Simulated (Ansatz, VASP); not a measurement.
WSe2 in VASP and in Ansatz

```
CELL_PARAMETERS angstrom
3.29967 0.00000 0.00000
-1.64983 2.85760 0.00000
0.00000 0.00000 13.14853
ATOMIC_POSITIONS crystal
W 0.66667 0.33333 0.75000
W 0.33333 0.66667 0.25000
Se 0.33333 0.66667 0.87666
Se 0.66667 0.33333 0.37666
Se 0.33333 0.66667 0.62334
Se 0.66667 0.33333 0.12334
```

Alike in both runs: task single point; functional PBE; k mesh 12 × 12 × 2; no spin polarisation.

```csv
,VASP,Ansatz
version,VASP 6.6.1,Ansatz 0.2.0
potentials or method,"VASP PAW PBE potentials, release 64 (W_sv, Se)","plane waves, PAW"
plane-wave cutoff (eV),520,420
occupations,"gaussian, width 0.01 eV",fixed
valence electrons in the cell,52,92
```

|  | VASP | Ansatz | Ansatz less VASP |
| --- | --- | --- | --- |
| gap on the k mesh at the Fermi level (eV) | 1.04 | 1.04 | +0.004 |
| pressure (GPa) | 3.7 | 3.4 | -0.32 |
| traceless stress, the component that is largest in VASP (GPa) | 1.16 | 1.08 | -0.082 |
| rms of the force components (eV/Å) | 0.153 | 0.131 | -0.0227 |

Atom by atom the forces differ by 0.023 eV/Å (rms over components). VASP's potentials hold 52 valence electrons a cell and Ansatz's 92, so a difference there can come from the potentials and not from the codes.

Neither program's run includes spin-orbit coupling.
